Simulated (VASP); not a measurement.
A run of VASP 6.6.1 is set up as follows.

INCAR

```
  ALGO = Normal
  EDIFF = 1E-6
  ENCUT = 500
  GGA = PS
  GGA_COMPAT = F
  ISIF = 2
  ISMEAR = -1
  LASPH = T
  LCHARG = F
  LREAL = F
  LWAVE = F
  NBANDS = 17
  NELM = 120
  PREC = Accurate
  SIGMA = 0.05
```

File KPOINTS:

```
k-points
0
Gamma
  7 7 7
```

The input POSCAR:

```
Pd
1.0
    0.0000000000      2.8463430640      2.8463430640
    2.8463430640      0.0000000000      2.8463430640
    2.8463430640      2.8463430640      0.0000000000
Pd
2
Direct
    1.0000000000      1.0000000000      1.0000000000
    0.2500000000      0.2500000000      0.2500000000
```

Potentials or basis: VASP PAW PBE potentials, release 64 (Pd).

Command:

```sh
$ cat potpaw_PBE.64/Pd/POTCAR > POTCAR
$ mpirun -np 1 vasp_std > vasp.out
```

**Question.** Estimate the band gap on the k mesh.

**Answer.** Zero (bands 10 and 11 overlap by 0.41 eV).

**Question.** What does it give for the pressure?

**Answer.** -0.4 GPa.

Caveat: the PAW data sets were made with another functional, which shifts forces and pressure a little.
